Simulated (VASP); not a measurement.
A run of VASP 6.6.1 is set up as follows.

File INCAR:

```
ALGO     = Normal         # electronic algorithm
EDIFF    = 1E-7           # SCF threshold, eV
ENCUT    = 520            # plane-wave cutoff, eV
GGA      = PS             # functional
ISIF     = 2              # what is computed and relaxed
ISMEAR   = 0              # smearing method
LASPH    = T              # aspherical terms in the spheres
LCHARG   = F              # write CHGCAR
LREAL    = F              # projectors in reciprocal space
LWAVE    = F              # write WAVECAR
NBANDS   = 49             # bands
NELM     = 60             # most SCF steps
PREC     = Accurate       # precision mode
SIGMA    = 0.02           # smearing width, eV
```

The input KPOINTS:

```
k-points
0
Gamma
  12 12 2
```

Contents of POSCAR:

```
MoS2
1.0
    3.1430697414      0.0000000000      0.0000000000
   -1.5715348707      2.7219782419      0.0000000000
    0.0000000000      0.0000000000     18.8551783036
Mo S
3 6
Direct
    0.0000000000      0.0000000000      0.0002317093
    0.6666666667      0.3333333333      0.3335650426
    0.3333333333      0.6666666667      0.6668983759
    0.3333333333      0.6666666667      0.2509161731
    0.6666666667      0.3333333333      0.0828511176
    0.0000000000      0.0000000000      0.5842495064
    0.3333333333      0.6666666667      0.4161844510
    0.6666666667      0.3333333333      0.9175828397
    0.0000000000      0.0000000000      0.7495177843
```

Potentials or basis: VASP PAW PBE potentials, release 64 (Mo_sv, S).

Run with:

```bash
$ cat potpaw_PBE.64/Mo_sv/POTCAR potpaw_PBE.64/S/POTCAR > POTCAR
$ mpirun -np 1 vasp_std > vasp.out
```

Problem. Estimate the band gap on the k mesh.

Solution. 1.02 eV.

Problem. Estimate the pressure.

Solution. 0.0 GPa.

Caveat: the PAW data sets were made with another functional, which shifts forces and pressure a little; this functional lacks dispersion, which binds the layers, so the pressure and a relaxed spacing across them are unreliable. A k mesh can miss the band edges.
